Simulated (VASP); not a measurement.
# Cr (Im-3m) in VASP: further runs, part 2 of 3

VASP 6.6.1.

## Step 3: Single point, PBE, collinear spin, ferromagnetic start

Contents of INCAR:

```
ALGO     = Normal         # electronic algorithm
EDIFF    = 1E-6           # SCF threshold, eV
ENCUT    = 520            # plane-wave cutoff, eV
GGA      = PE             # functional
ISIF     = 2              # what is computed and relaxed
ISMEAR   = -1             # smearing method
ISPIN    = 2              # spin polarisation
LASPH    = True           # aspherical terms in the spheres
LCHARG   = False          # write CHGCAR
LMAXMIX  = 4              # l up to which the mixer works
LORBIT   = 11             # projections on sites
LREAL    = False          # projectors in reciprocal space
LWAVE    = False          # write WAVECAR
MAGMOM   = 1.5            # initial moments
NBANDS   = 16             # bands
NELM     = 150            # most SCF steps
PREC     = Accurate       # precision mode
SIGMA    = 0.05           # smearing width, eV
```

Contents of KPOINTS:

```
k-points
0
Gamma
  9 9 9
```

Contents of POSCAR:

```
Cr
1.0
   -1.4240148648      1.4240148648      1.4240148648
    1.4240148648     -1.4240148648      1.4240148648
    1.4240148648      1.4240148648     -1.4240148648
Cr
1
Direct
    0.0000000000      0.0000000000      0.0000000000
```

Potentials or basis: VASP PAW PBE potentials, release 64 (Cr_pv).

Started as:

```bash
$ cat potpaw_PBE.64/Cr_pv/POTCAR > POTCAR
$ mpirun -np 1 vasp_std > vasp.out
```

OUTCAR:

```text
EDIFF = 1E-6
   ENCUT = 520
   GGA = PE
   ISIF = 2
   ISMEAR = -1
   ISPIN = 2
   LASPH = True
   LORBIT = 11
   LREAL = False
   NELM = 150
   PREC = Accurate

 ion  position               nearest neighbor table
   1  0.000  0.000  0.000-

  LATTYP: Found a body centered cubic cell.
 ALAT       =     2.8480297296

  Lattice vectors:

 A1 = (  -1.4240148648,   1.4240148648,   1.4240148648)
 A2 = (   1.4240148648,  -1.4240148648,   1.4240148648)
 A3 = (   1.4240148648,   1.4240148648,  -1.4240148648)

Analysis of symmetry for initial positions (statically):
=====================================================================
 Subroutine PRICEL returns:
 Original cell was already a primitive cell.

 Routine SETGRP: Setting up the symmetry group for a
 body centered cubic supercell.

 Subroutine GETGRP returns: Found 48 space group operations
 (whereof 48 operations were pure point group operations)
 out of a pool of 48 trial point group operations.

The static configuration has the point symmetry O_h .

Analysis of symmetry for dynamics (positions and initial velocities):
=====================================================================
 Subroutine PRICEL returns:
 Original cell was already a primitive cell.

 Routine SETGRP: Setting up the symmetry group for a
 body centered cubic supercell.

 Subroutine GETGRP returns: Found 48 space group operations
 (whereof 48 operations were pure point group operations)
 out of a pool of 48 trial point group operations.

The dynamic configuration has the point symmetry O_h .

Analysis of structural, dynamic, and magnetic symmetry:
=====================================================================
 Subroutine PRICEL returns:
 Original cell was already a primitive cell.

 Routine SETGRP: Setting up the symmetry group for a
 body centered cubic supercell.

 Subroutine GETGRP returns: Found 48 space group operations
 (whereof 48 operations were pure point group operations)
 out of a pool of 48 trial point group operations.

The overall configuration has the point symmetry O_h .

 Subroutine INISYM returns: Found 48 space group operations
 (whereof 48 operations are pure point group operations),
 and found     1 'primitive' translations

----------------------------------------------------------------------------------------

                                     Primitive cell

  volume of cell :      11.5506

  direct lattice vectors                    reciprocal lattice vectors
    -1.424014865  1.424014865  1.424014865     0.000000000  0.351119930  0.351119930
     1.424014865 -1.424014865  1.424014865     0.351119930  0.000000000  0.351119930
     1.424014865  1.424014865 -1.424014865     0.351119930  0.351119930  0.000000000

  length of vectors
     2.466466097  2.466466097  2.466466097     0.496558567  0.496558567  0.496558567

  position of ions in fractional coordinates (direct lattice)
     0.000000000  0.000000000  0.000000000

  ion indices of the primitive-cell ions
   primitive index   ion index
                 1           1

----------------------------------------------------------------------------------------

 KPOINTS: k-points

Automatic generation of k-mesh.
 Grid dimensions read from file:
[... 47 lines left out ...]
   k-points           NKPTS =     35   k-points in BZ     NKDIM =     35   number of bands    NBANDS=     16
   number of dos      NEDOS =    301   number of ions     NIONS =      1
   total plane-waves  NPLWV =   5832
   dimension x,y,z NGX =    18 NGY =   18 NGZ =   18
   dimension x,y,z NGXF=    36 NGYF=   36 NGZF=   36
   ions per type =               1
   NGX,Y,Z   is equivalent  to a cutoff of  12.13, 12.13, 12.13 a.u.
   NGXF,Y,Z  is equivalent  to a cutoff of  24.26, 24.26, 24.26 a.u.
 SYSTEM =  unknown system
   PREC   = accura    normal or accurate (medium, high low for compatibility)
   ISTART =      0    job   : 0-new  1-cont  2-samecut
   ICHARG =      2    charge: 1-file 2-atom 10-const
   ISPIN  =      2    spin polarized calculation?
   LNONCOLLINEAR =      F non collinear calculations
   LSORBIT =      F    spin-orbit coupling
   LASPH  =      T    aspherical Exc in radial PAW
   ENCUT  =  520.0 eV  38.22 Ry    6.18 a.u.   4.59  4.59  4.59*2*pi/ulx,y,z
   NELM   =    150;   NELMIN=  2; NELMDL= -5     # of ELM steps
   EDIFF  = 0.1E-05   stopping-criterion for ELM
   LREAL  =      F    real-space projection
   EDIFFG = 0.1E-04   stopping-criterion for IOM
   NSW    =      0    number of steps for IOM
   IBRION =     -1    ionic relax: 0-MD 1-quasi-New 2-CG
   NFREE  =      0    steps in history (QN), initial steepest desc. (CG)
   ISIF   =      2    stress and relaxation
   ISYM   =      2    0-nonsym 1-usesym 2-fastsym
   POTIM  = 0.5000    time-step for ionic-motion
   TEBEG  =    0.0;   TEEND  =   0.0 temperature during run
   PSTRESS=    0.0 pullay stress
   NELECT =      12.0000    total number of electrons
   NUPDOWN=      -1.0000    fix difference up-down
   EMIN   =  10.00;   EMAX   =-10.00  energy-range for DOS
   EFERMI =   0.00;   METHOD = LEGACY
   ISMEAR =    -1;   SIGMA  =   0.05  broadening in eV -4-tet -1-fermi 0-gaus
   EFERMI_NEDOS =   21; number of points for ismear=-14 and -15
   IALGO  =     38    algorithm
   IMIX   =      4    mixing-type and parameters
     AMIX     =   0.40;   BMIX     =  1.00
     AMIX_MAG =   1.60;   BMIX_MAG =  1.00
  volume/ion in A,a.u.               =      11.55        77.95
  Fermi-wavevector in a.u.,A,eV,Ry     =   1.658062  3.133283 37.404716  2.749169
  Thomas-Fermi vector in A             =   2.745707
   LORBIT       =     11    0 simple, 1 ext, 2 COOP (PROOUT), +10 PAW based schemes
   GGA     = PE    functional components
   LHFCALC =     F    Hartree Fock is set to
   AEXX    =    0.0000 exact exchange contribution
   IVDW    =     0    specifies the selected vdW correction
   LEPSILON=     F    determine dielectric tensor
   LRPA    =     F    only Hartree local field effects (RPA)
 spin polarized calculation
  energy-cutoff  :      520.00
  volume of cell :       11.55
 maximum number of plane-waves:       325
   NGX =  9   NGY =  9   NGZ =  9

 number of electron      11.9999994 magnetization       0.0007914

 number of electron      11.9999994 magnetization      -0.0001217

 Free energy of the ion-electron system (eV)
  ---------------------------------------------------
  ext. energy  EPLUGINS =         0.00000000
  ---------------------------------------------------
  free energy    TOTEN  =        -9.52819143 eV

  energy without entropy =       -9.52034963  energy(sigma->0) =       -9.52427053

 E-fermi :  10.9781     XC(G=0): -13.6760

 val. band max:       10.9775934652   @ k =  -0.3333   0.3333   0.2222
 cond. band min:      11.0204755768   @ k =  -0.2222   0.2222   0.1111
 fundamental gap:      0.0428821116
 Fermi energy:        10.9780713157

 spin component 1

 k-point     1 :       0.0000    0.0000    0.0000
  band No.  band energies     occupation
      1     -31.7710      1.00000
      2     -31.7710      1.00000
      3     -31.7710      1.00000
      4       3.1154      1.00000
      5      10.0490      1.00000
      6      10.0490      1.00000
[... 435 lines left out ...]
      5       9.1639      1.00000
      6       9.2421      1.00000
[... 8 lines left out ...]
     15      37.5369      0.00000
     16      44.2073      0.00000

 [... further k-points ...]

 spin component 2

 k-point     1 :       0.0000    0.0000    0.0000
  band No.  band energies     occupation
      1     -31.7711      1.00000
      2     -31.7711      1.00000
      3     -31.7711      1.00000
      4       3.1154      1.00000
      5      10.0489      1.00000
      6      10.0489      1.00000
[... 435 lines left out ...]
      5       9.1638      1.00000
      6       9.2420      1.00000
[... 8 lines left out ...]
     15      37.5368      0.00000
     16      44.2073      0.00000

 [... further k-points ...]
[... 5 lines left out ...]
  --------------------------------------------------------------------------------------
  -------------------------------------------------------------------------------------
  Total       -0.0356914     -0.0356914     -0.0356914      0.0000000      0.0000000     -0.0000000
  in kB       -4.9507418     -4.9507418     -4.9507418      0.0000000      0.0000000     -0.0000000
  external PRESSURE =      -4.9507418 kB  Pullay stress =       0.0000000 kB

 VOLUME and BASIS-vectors are now :
 -----------------------------------------------------------------------------
  energy-cutoff  :      520.00
  volume of cell :       11.55
      direct lattice vectors                 reciprocal lattice vectors
    -1.424014865  1.424014865  1.424014865     0.000000000  0.351119930  0.351119930
     1.424014865 -1.424014865  1.424014865     0.351119930  0.000000000  0.351119930
     1.424014865  1.424014865 -1.424014865     0.351119930  0.351119930  0.000000000

 POSITION                                       TOTAL-FORCE (eV/Angst)
 -----------------------------------------------------------------------------------
      0.00000      0.00000      0.00000         0.000000      0.000000     -0.000000
 -----------------------------------------------------------------------------------
    total drift:                                0.000000      0.000000      0.000000

  FREE ENERGIE OF THE ION-ELECTRON SYSTEM (eV)
  ---------------------------------------------------
  free  energy   TOTEN  =        -9.5281914275 eV

  energy  without entropy=       -9.5203496321  energy(sigma->0) =       -9.52427053

 total charge

# of ion       s       p       d       tot
------------------------------------------
    1        0.441   6.409   4.207  11.056

 magnetization (x)

# of ion       s       p       d       tot
------------------------------------------
    1        0.000   0.000  -0.000  -0.000
```

Run time: 12 s. Hardware: 1 thread of Intel Xeon 6975P-C, shared host; peak memory 0.13 GiB.

Results:

```
Free energy                                           : -9.5282 eV
Pressure                                              : -0.5 GPa
Band gap on the k mesh                                : zero (filled and empty bands overlap)
Net moment                                            : 0.00 μB per cell
Valence electrons inside the program's atomic spheres : Cr 11.06
```

Caveat: the starting moments collapsed, and a magnetic state may lie lower.

[end of part 2 of 3]
